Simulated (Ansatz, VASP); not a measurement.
Two plane-wave programs on Au

Contents of INCAR:

```
PREC = Accurate
ENCUT = 540
EDIFF = 1E-7
ISMEAR = 0
SIGMA = 0.1
LREAL = False
LASPH = True
NELM = 120
ALGO = Normal
ISIF = 3
LWAVE = False
LCHARG = False
IBRION = 2
NSW = 100
EDIFFG = -0.05
GGA_COMPAT = False
NELMIN = 4
```

KPOINTS

```
regular mesh
0
Gamma
  9 9 4
```

File POSCAR:

```
Au
1.0
    2.9000000000      0.0000000000      0.0000000000
   -1.4500000000      2.5114736710      0.0000000000
    0.0000000000      0.0000000000      4.8800000000
Au
2
Direct
    0.3333333333      0.6666666667      0.7500000000
    0.6666666667      0.3333333333      0.2500000000
```

Input for Ansatz:

```yaml
crystal:
  lattice:
    - [2.9, 0.0, 0.0]
    - [-1.45, 2.511473671, 0.0]
    - [0.0, 0.0, 4.88]
  atoms:
    - { symbol: Au, position: [0.3333333333, 0.6666666667, 0.75] }
    - { symbol: Au, position: [0.6666666667, 0.3333333333, 0.25] }
basis:
  ecutwfc: 420
kpoints:
  mp_grid: { grid: [9, 9, 4] }
hamiltonian:
  xc: lda
scf:
  occupations: { method: gaussian, width: 0.1 }
output:
  forces: true
  stress: true
  eigenvalues: true
relax:
  adjacent_minimum: "off"
  f_tol: 0.05
  max_steps: 80
  cell: { stress_tol: 0.5 }
```

Alike in both runs: task relaxation of cell and atoms; functional LDA; k mesh 9 × 9 × 4; occupations gaussian, width 0.1 eV; no spin polarisation.

|  | VASP | Ansatz |
| --- | --- | --- |
| version | VASP 6.6.1 | Ansatz 0.2.0 |
| potentials or method | VASP PAW LDA potentials, release 64 (Au_sv_GW), cutoff 540 eV | scalar-relativistic, plane waves, PAW |
| valence electrons in the cell | 38 | 38 |

```tsv
	VASP	Ansatz	Ansatz less VASP
gap on the k mesh at the Fermi level, each at its own relaxed structure (eV)	none	none	-
relaxed volume (Å³/atom)	16.64	16.56	-0.077
relaxed length of the cell vector where the two differ most in proportion (Å)	4.753	4.740	-0.0126
```

LDA's correlation is that of Perdew and Zunger in VASP and of Perdew and Wang (1992) in Ansatz. A gap of «none» marks a metal or a gap that the smearing closes.

Neither program's run includes spin-orbit coupling.
